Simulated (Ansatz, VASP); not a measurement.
# Nb: VASP beside Ansatz

```
Nb
1.0
     3.27262    0.00000    0.00000
     0.00000    3.27262    0.00000
     0.00000    0.00000   22.54520
Nb
5
Direct
  0.00000 0.00000 0.36388
  0.50000 0.50000 0.42607
  0.00000 0.00000 0.50000
  0.50000 0.50000 0.57393
  0.00000 0.00000 0.63612
```

Alike in both runs: functional PBEsol; k mesh 11 × 11 × 1; occupations fermi-dirac, width 0.05 eV; no spin polarisation.

Ansatz relaxed the structure, and its values are those at the end. VASP's run is a single point on that final structure, the one shown.

|  | VASP | Ansatz |
| --- | --- | --- |
| version | VASP 6.6.1 | Ansatz 0.2.0 |
| potentials or method | VASP PAW PBE potentials, release 64 (Nb_sv) | PAW with Ansatz's default frozen-core files, scalar-relativistic |
| plane-wave cutoff (eV) | 520 | 420 |
| valence electrons in the cell | 65 | 65 |

Ansatz gave:

- rms of the force components (eV/Å): 0.001

**Question.** Estimate VASP's values.

**Answer.** rms of the force components (eV/Å): 0.005.

VASP's potentials were made for PBE, not for PBEsol. The functional is the same, so the differences come from potentials, cutoffs and numerics. Ansatz's warnings: stress scf threshold loose.
